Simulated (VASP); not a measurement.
# Ga (Im-3m) in VASP: a series of runs

Ga is run at these levels: PBEsol; tasks: single point.

Everything below comes from runs of VASP 6.6.1. Logs are shortened: lines on timing, memory, paths and dates and some standing lists are left out, and cuts for length are marked.

### 1 The cell of the first run

It takes space group Im-3m (No. 229, cubic). The conventional cell has a = 3.295 Å, b = 3.295 Å, c = 3.295 Å, α = 90.00°, β = 90.00°, γ = 90.00°. Ga (site symmetry m-3m) has 14 Ga at 2.85 to 3.30 Å within 3.8 Å.

### 2 Single point, PBEsol (Al replaced by Ga, lengths x 1.005, strained)

The input, INCAR:

```
ALGO = Normal ; EDIFF = 1E-6
ENCUT = 500 ; GGA = PS
GGA_COMPAT = False ; ISIF = 2
ISMEAR = 0 ; LASPH = True
LCHARG = True ; LELF = True
LREAL = False ; LVHAR = True
LWAVE = False ; NBANDS = 12
NELM = 120 ; PREC = Accurate
SIGMA = 0.1
```

The input, KPOINTS:

```
k-points
0
Gamma
  8 8 8
```

The input, POSCAR:

```
Ga
1.0
   -1.6476899630      1.6476899630      1.6476899630
    1.6476899630     -1.6476899630      1.6476899630
    1.6476899630      1.6476899630     -1.6476899630
Ga
1
Direct
    0.0000000000      0.0000000000      0.0000000000
```

Potentials or basis: VASP PAW PBE potentials, release 64 (Ga_d).

Launch:

```
> cat potpaw_PBE.64/Ga_d/POTCAR > POTCAR
> mpirun -np 1 vasp_std > vasp.out
```

OUTCAR:

```text
EDIFF = 1E-6
   ENCUT = 500
   GGA = PS
   ISIF = 2
   ISMEAR = 0
   LASPH = True
   LREAL = False
   NELM = 120
   PREC = Accurate

 ion  position               nearest neighbor table
   1  0.000  0.000  0.000-

  LATTYP: Found a body centered cubic cell.
 ALAT       =     3.2953799260

  Lattice vectors:

 A1 = (  -1.6476899630,   1.6476899630,   1.6476899630)
 A2 = (   1.6476899630,  -1.6476899630,   1.6476899630)
 A3 = (   1.6476899630,   1.6476899630,  -1.6476899630)

Analysis of symmetry for initial positions (statically):
=====================================================================
 Subroutine PRICEL returns:
 Original cell was already a primitive cell.

 Routine SETGRP: Setting up the symmetry group for a
 body centered cubic supercell.

 Subroutine GETGRP returns: Found 48 space group operations
 (whereof 48 operations were pure point group operations)
 out of a pool of 48 trial point group operations.

The static configuration has the point symmetry O_h .

Analysis of symmetry for dynamics (positions and initial velocities):
=====================================================================
 Subroutine PRICEL returns:
 Original cell was already a primitive cell.

 Routine SETGRP: Setting up the symmetry group for a
 body centered cubic supercell.

 Subroutine GETGRP returns: Found 48 space group operations
 (whereof 48 operations were pure point group operations)
 out of a pool of 48 trial point group operations.

The dynamic configuration has the point symmetry O_h .

 Subroutine INISYM returns: Found 48 space group operations
 (whereof 48 operations are pure point group operations),
 and found     1 'primitive' translations

----------------------------------------------------------------------------------------

                                     Primitive cell

  volume of cell :      17.8931

  direct lattice vectors                    reciprocal lattice vectors
    -1.647689963  1.647689963  1.647689963     0.000000000  0.303455147  0.303455147
     1.647689963 -1.647689963  1.647689963     0.303455147  0.000000000  0.303455147
     1.647689963  1.647689963 -1.647689963     0.303455147  0.303455147  0.000000000

  length of vectors
     2.853882731  2.853882731  2.853882731     0.429150385  0.429150385  0.429150385

  position of ions in fractional coordinates (direct lattice)
     0.000000000  0.000000000  0.000000000

  ion indices of the primitive-cell ions
   primitive index   ion index
                 1           1

----------------------------------------------------------------------------------------

 KPOINTS: k-points

Automatic generation of k-mesh.
 Grid dimensions read from file:
 generate k-points for:    8    8    8

 Generating k-lattice:

  Cartesian coordinates                     Fractional coordinates (reciprocal lattice)
     0.000000000  0.037931893  0.037931893     0.125000000  0.000000000  0.000000000
     0.037931893  0.000000000  0.037931893     0.000000000  0.125000000  0.000000000
     0.037931893  0.037931893  0.000000000     0.000000000  0.000000000  0.125000000

  Length of vectors
     0.053643798  0.053643798  0.053643798

  Shift w.r.t. Gamma in fractional coordinates (k-lattice)
     0.000000000  0.000000000  0.000000000

 Subroutine IBZKPT returns following result:
 ===========================================

 Found     29 irreducible k-points:

 Following reciprocal coordinates:
            Coordinates               Weight
  0.000000  0.000000  0.000000      1.000000
  0.125000  0.000000  0.000000     12.000000
  0.250000  0.000000  0.000000     12.000000
  0.375000  0.000000  0.000000     12.000000
  0.500000  0.000000  0.000000      6.000000
  0.125000  0.125000  0.000000     24.000000
[... 16 lines left out ...]
 -0.250000  0.250000  0.250000      6.000000
 -0.375000  0.375000  0.250000     24.000000
 [... further k-points ...]
   k-points           NKPTS =     29   k-points in BZ     NKDIM =     29   number of bands    NBANDS=     12
   number of dos      NEDOS =    301   number of ions     NIONS =      1
   total plane-waves  NPLWV =  13824
   dimension x,y,z NGX =    24 NGY =   24 NGZ =   24
   dimension x,y,z NGXF=    48 NGYF=   48 NGZF=   48
   ions per type =               1
   NGX,Y,Z   is equivalent  to a cutoff of  13.98, 13.98, 13.98 a.u.
   NGXF,Y,Z  is equivalent  to a cutoff of  27.96, 27.96, 27.96 a.u.
 SYSTEM =  unknown system
   PREC   = accura    normal or accurate (medium, high low for compatibility)
   ISTART =      0    job   : 0-new  1-cont  2-samecut
   ICHARG =      2    charge: 1-file 2-atom 10-const
   ISPIN  =      1    spin polarized calculation?
   LNONCOLLINEAR =      F non collinear calculations
   LSORBIT =      F    spin-orbit coupling
   LASPH  =      T    aspherical Exc in radial PAW
   ENCUT  =  500.0 eV  36.75 Ry    6.06 a.u.   5.20  5.20  5.20*2*pi/ulx,y,z
   NELM   =    120;   NELMIN=  2; NELMDL= -5     # of ELM steps
   EDIFF  = 0.1E-05   stopping-criterion for ELM
   LREAL  =      F    real-space projection
   EDIFFG = 0.1E-04   stopping-criterion for IOM
   NSW    =      0    number of steps for IOM
   IBRION =     -1    ionic relax: 0-MD 1-quasi-New 2-CG
   NFREE  =      0    steps in history (QN), initial steepest desc. (CG)
   ISIF   =      2    stress and relaxation
   ISYM   =      2    0-nonsym 1-usesym 2-fastsym
   POTIM  = 0.5000    time-step for ionic-motion
   TEBEG  =    0.0;   TEEND  =   0.0 temperature during run
   PSTRESS=    0.0 pullay stress
   NELECT =      13.0000    total number of electrons
   NUPDOWN=      -1.0000    fix difference up-down
   EMIN   =  10.00;   EMAX   =-10.00  energy-range for DOS
   EFERMI =   0.00;   METHOD = LEGACY
   ISMEAR =     0;   SIGMA  =   0.10  broadening in eV -4-tet -1-fermi 0-gaus
   EFERMI_NEDOS =   21; number of points for ismear=-14 and -15
   IALGO  =     38    algorithm
   IMIX   =      4    mixing-type and parameters
     AMIX     =   0.40;   BMIX     =  1.00
     AMIX_MAG =   1.60;   BMIX_MAG =  1.00
  volume/ion in A,a.u.               =      17.89       120.75
  Fermi-wavevector in a.u.,A,eV,Ry     =   1.471727  2.781160 29.469934  2.165979
  Thomas-Fermi vector in A             =   2.586827
   LORBIT       =      0    0 simple, 1 ext, 2 COOP (PROOUT), +10 PAW based schemes
   GGA     = PS    functional components
   LHFCALC =     F    Hartree Fock is set to
   AEXX    =    0.0000 exact exchange contribution
   IVDW    =     0    specifies the selected vdW correction
   LEPSILON=     F    determine dielectric tensor
   LRPA    =     F    only Hartree local field effects (RPA)
 non-spin polarized calculation
 Gauss-broadening in eV      SIGMA  =   0.10
  energy-cutoff  :      500.00
  volume of cell :       17.89
 maximum number of plane-waves:       466
 NGX is ok and might be reduce to    24
   NGX = 11   NGY = 11   NGZ = 11

 number of electron      13.0000009 magnetization

 Free energy of the ion-electron system (eV)
  ---------------------------------------------------
  ext. energy  EPLUGINS =         0.00000000
  ---------------------------------------------------
  free energy    TOTEN  =        -3.27264641 eV

  energy without entropy =       -3.26713376  energy(sigma->0) =       -3.26989008

 E-fermi :   6.0978     XC(G=0): -11.4202

 val. band max:        6.0839277728   @ k =  -0.3750   0.3750   0.1250
 cond. band min:       6.1070127758   @ k =  -0.3750   0.5000   0.2500
 fundamental gap:      0.0230850031
 Fermi energy:         6.0977729654

 k-point     1 :       0.0000    0.0000    0.0000
  band No.  band energies     occupation
      1      -9.0077      2.00000
      2      -9.0077      2.00000
      3      -9.0077      2.00000
      4      -8.7933      2.00000
      5      -8.7933      2.00000
      6      -5.5544      2.00000
      7      19.1208      0.00000
      8      19.1208      0.00000
      9      19.1208      0.00000
     10      23.6282      0.00000
     11      23.6282      0.00000
     12      23.6282      0.00000

 k-point     2 :       0.1250    0.0000    0.0000
  band No.  band energies     occupation
      1      -9.0222      2.00000
      2      -9.0002      2.00000
      3      -8.9586      2.00000
      4      -8.8071      2.00000
      5      -8.7933      2.00000
      6      -5.1109      2.00000
      7      15.6803      0.00000
      8      17.4086      0.00000
      9      18.3527      0.00000
     10      20.9735      0.00000
     11      21.0553      0.00000
     12      23.1670      0.00000

 k-point     3 :       0.2500    0.0000    0.0000
  band No.  band energies     occupation
      1      -9.0571      2.00000
      2      -9.0109      2.00000
      3      -8.8375      2.00000
      4      -8.8235      2.00000
      5      -8.7926      2.00000
      6      -3.7626      2.00000
      7      10.4197      0.00000
      8      15.2014      0.00000
      9      16.8231      0.00000
     10      19.1476      0.00000
     11      19.3833      0.00000
     12      24.0488      0.00000

 k-point     4 :       0.3750    0.0000    0.0000
  band No.  band energies     occupation
      1      -9.0920      2.00000
      2      -9.0592      2.00000
      3      -8.8133      2.00000
      4      -8.7914      2.00000
      5      -8.7126      2.00000
      6      -1.5028      2.00000
      7       5.6651      2.00000
      8      13.7342      0.00000
      9      15.6651      0.00000
     10      18.0213      0.00000
     11      18.4561      0.00000
     12      26.1063      0.00000

 k-point     5 :       0.5000    0.0000    0.0000
  band No.  band energies     occupation
      1      -9.1065      2.00000
      2      -9.0858      2.00000
      3      -8.8045      2.00000
      4      -8.7907      2.00000
      5      -8.6596      2.00000
      6       1.4007      2.00000
      7       1.9195      2.00000
      8      13.2257      0.00000
      9      15.2547      0.00000
     10      17.6494      0.00000
     11      18.1519      0.00000
     12      28.0506      0.00000
[... 228 lines left out ...]
      1      -9.0079      2.00000
      2      -8.9603      2.00000
      3      -8.9603      2.00000
      4      -8.7445      2.00000
      5      -8.7445      2.00000
      6       3.4457      2.00000
      7       4.7673      2.00000
      8       4.7673      2.00000
      9      15.9457      0.00000
     10      19.4157      0.00000
     11      19.4157      0.00000
     12      20.5168      0.00000

 k-point    22 :       0.2500    0.2500    0.2500
  band No.  band energies     occupation
      1      -8.9568      2.00000
      2      -8.9568      2.00000
      3      -8.9568      2.00000
      4      -8.7883      2.00000
      5      -8.7883      2.00000
      6       3.7610      2.00000
      7       5.8031      1.99997
      8       5.8031      1.99997
      9       5.8031      1.99997
     10      31.3563      0.00000
     11      31.3563      0.00000
     12      31.3563      0.00000

 k-point    23 :      -0.2500    0.2500    0.2500
  band No.  band energies     occupation
      1      -8.9539      2.00000
      2      -8.8958      2.00000
      3      -8.8958      2.00000
      4      -8.8703      2.00000
      5      -8.8478      2.00000
      6      -1.9732      2.00000
      7      11.3376      0.00000
      8      11.3376      0.00000
      9      12.0237      0.00000
     10      14.8025      0.00000
     11      25.8487      0.00000
     12      25.8497      0.00000

 k-point    24 :      -0.3750    0.3750    0.2500
  band No.  band energies     occupation
      1      -9.0159      2.00000
      2      -8.9427      2.00000
      3      -8.8981      2.00000
      4      -8.8313      2.00000
      5      -8.7327      2.00000
      6       0.2541      2.00000
      7       7.2892      0.00000
      8       9.9335      0.00000
      9      11.8990      0.00000
     10      15.1887      0.00000
     11      21.7410      0.00000
     12      24.9387      0.00000

 [... further k-points ...]

------------------------ aborting loop because EDIFF is reached ----------------------------------------

  FORCE on cell =-STRESS in cart. coord.  units (eV):
  Direction    XX          YY          ZZ          XY          YZ          ZX
  --------------------------------------------------------------------------------------
  -------------------------------------------------------------------------------------
  Total        0.0750171      0.0750171      0.0750171      0.0000000      0.0000000     -0.0000000
  in kB        6.7171410      6.7171410      6.7171410      0.0000000      0.0000000     -0.0000000
  external PRESSURE =       6.7171410 kB  Pullay stress =       0.0000000 kB

 VOLUME and BASIS-vectors are now :
 -----------------------------------------------------------------------------
  energy-cutoff  :      500.00
  volume of cell :       17.89
      direct lattice vectors                 reciprocal lattice vectors
    -1.647689963  1.647689963  1.647689963     0.000000000  0.303455147  0.303455147
     1.647689963 -1.647689963  1.647689963     0.303455147  0.000000000  0.303455147
     1.647689963  1.647689963 -1.647689963     0.303455147  0.303455147  0.000000000

 POSITION                                       TOTAL-FORCE (eV/Angst)
 -----------------------------------------------------------------------------------
      0.00000      0.00000      0.00000         0.000000     -0.000000      0.000000
 -----------------------------------------------------------------------------------
    total drift:                                0.000000      0.000000      0.000000

  FREE ENERGIE OF THE ION-ELECTRON SYSTEM (eV)
  ---------------------------------------------------
  free  energy   TOTEN  =        -3.2726464058 eV

  energy  without entropy=       -3.2671337573  energy(sigma->0) =       -3.26989008
```

It took 2.6 s on 1 thread of Intel Xeon 6975P-C (Granite Rapids), shared host; peak memory 0.13 GiB.

Results:

```yaml
Free_energy: -3.2726 eV
Pressure: 0.7 GPa
```

Levels at points of the mesh, in eV from the Fermi level:
| k point | band 3 | band 4 | band 5 | band 6 | band 7 | band 8 | band 9 | band 10 |
| --- | --- | --- | --- | --- | --- | --- | --- | --- |
| (0.00, 0.00, 0.00) | -15.11 | -14.89 | -14.89 | -11.65 | 13.02 | 13.02 | 13.02 | 17.53 |
| (0.50, 0.00, 0.00) | -14.90 | -14.89 | -14.76 | -4.70 | -4.18 | 7.13 | 9.16 | 11.55 |
| (0.50, 0.50, 0.50) | -14.79 | -14.79 | -14.79 | 1.43 | 1.43 | 1.43 | 1.71 | 5.63 |

Caveat: the cell differs from its parent crystal (Al replaced by Ga, lengths x 1.005, strained); the PAW data sets were made with another functional, which shifts forces and pressure a little.

### 3 Single point, PBEsol (Al replaced by Ga, lengths x 1.005, strained)

The input, INCAR:

```
SYSTEM = Ga
PREC = Accurate ; ENCUT = 500
EDIFF = 1E-6 ; ISMEAR = 0
SIGMA = 0.1 ; LREAL = .False.
LASPH = .True. ; NELM = 120
ALGO = Normal ; ISIF = 2
LWAVE = .False. ; LCHARG = .False.
GGA = PS ; NBANDS = 12
GGA_COMPAT = .False.
```

The input, KPOINTS:

```
Automatic mesh
0
Gamma
  18 18 18
  0 0 0
```

POSCAR is that of step 2.

Potentials or basis: VASP PAW PBE potentials, release 64 (Ga_d).

Launch:

```
> cat potpaw_PBE.64/Ga_d/POTCAR > POTCAR
> mpirun -np 1 vasp_std > vasp.out
```

Wall time 8.9 s (1 thread of Intel Xeon 6975P-C (Granite Rapids), shared host); peak memory 0.16 GiB.

Results (log left out):

```
Free energy : -3.3151 eV
Pressure    : 0.2 GPa
```

Levels at points of the mesh, in eV from the Fermi level:
```tsv
k point	band 2	band 3	band 4	band 5	band 6	band 7	band 8	band 9	band 10	band 11
(0.00, 0.00, 0.00)	-14.94	-14.94	-14.72	-14.72	-11.48	13.19	13.19	13.19	17.70	17.70
(0.50, 0.00, 0.00)	-15.02	-14.73	-14.72	-14.59	-4.53	-4.01	7.30	9.33	11.72	12.22
(0.50, 0.50, 0.50)	-15.06	-14.62	-14.62	-14.62	1.60	1.60	1.60	1.88	5.80	5.80
```

Caveat: the cell differs from its parent crystal (Al replaced by Ga, lengths x 1.005, strained); the PAW data sets were made with another functional, which shifts forces and pressure a little.

(Part 1 of 2 ends here.)
